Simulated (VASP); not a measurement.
A run of VASP 6.6.1:

INCAR

```
PREC = Accurate ; ENCUT = 520
EDIFF = 1E-8 ; ISMEAR = -1
SIGMA = 0.02 ; LREAL = False
LASPH = True ; NELM = 60
ALGO = Normal ; ISIF = 2
LWAVE = False ; LCHARG = False
GGA = PE ; LEFG = True
NBANDS = 17
```

Contents of KPOINTS:

```
regular mesh
0
Gamma
  9 9 9
```

File POSCAR:

```
SnSe
1.0
    0.0000000000      3.0299343558      3.0299343558
    3.0299343558      0.0000000000      3.0299343558
    3.0299343558      3.0299343558      0.0000000000
Sn Se
1 1
Direct
    0.0000000000      0.0000000000      0.0000000000
    0.5000000000      0.5000000000      0.5000000000
```

Potentials or basis: VASP PAW PBE potentials, release 64 (Sn_d, Se).

The run is started by

```sh
$ cat potpaw_PBE.64/Sn_d/POTCAR potpaw_PBE.64/Se/POTCAR > POTCAR
$ mpirun -np 1 vasp_std > vasp.out
```

Hardware: 1 thread of Intel(R) Xeon(R) 6975P-C (Granite Rapids) (shared host).

Q: How long does it take, and how much memory?

A: Run time: 14 s on 1 thread of Intel(R) Xeon(R) 6975P-C (Granite Rapids), on a shared host, peak memory 0.19 GiB. Counts: scf iterations 16, k points 35.
